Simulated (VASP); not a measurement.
Wanted: the native input for a VASP 6.6.1 run.

```yaml
Task: single point
Functional: BLYP
Potentials_or_basis: VASP PAW PBE potentials, release 64 (Mg)
Cutoff: 520 eV
k_mesh: 8 × 8 × 11
Occupations: fermi-dirac, width 0.1 eV
Spin: no spin polarisation
Dipole_correction: no
Further_INCAR_settings: ALGO = Normal; EDIFF = 1e-06; NBANDS = 10
```

The structure of Mg lies in POSCAR:

```
Mg
1.0
    5.0019894552      0.0000000000      0.0000000000
   -2.5009947276      4.3318499377      0.0000000000
    0.0000000000      0.0000000000      3.0502874927
Mg
3
Direct
    1.0000000000      1.0000000000      0.0000000000
    0.3333333333      0.6666666667      0.5000000000
    0.6666666667      0.3333333333      0.5000000000
```

This isn't the form of Mg at room conditions, which is hcp.

These files were run (other wordings do the same):

INCAR

```
PREC = Accurate
ENCUT = 520
EDIFF = 1E-6
ISMEAR = -1
SIGMA = 0.1
LREAL = F
LASPH = T
NELM = 80
ALGO = Normal
ISIF = 2
LWAVE = F
LCHARG = F
GGA = B5
ALDAX = 1.0
AGGAX = 1.0
AGGAC = 1.0
ALDAC = 0.0
NBANDS = 10
```

KPOINTS

```
regular mesh
0
Gamma
  8 8 11
```

Potentials or basis: VASP PAW PBE potentials, release 64 (Mg).

Run with:

```bash
$ cat potpaw_PBE.64/Mg/POTCAR > POTCAR
$ mpirun -np 1 vasp_std > vasp.out
```

It gave:

| Quantity | Value |
| --- | --- |
| Pressure | 2.8 GPa |
| Band gap on the k mesh | zero (bands 3 and 4 overlap by 4.20 eV) |

Caveat: the PAW data sets were made with another functional, which shifts forces and pressure a little.

Run time: 35 s on 1 thread of Intel(R) Xeon(R) Platinum 8259CL CPU @ 2.50GHz (Skylake/Cascade Lake), on a shared host, peak memory 0.19 GiB.
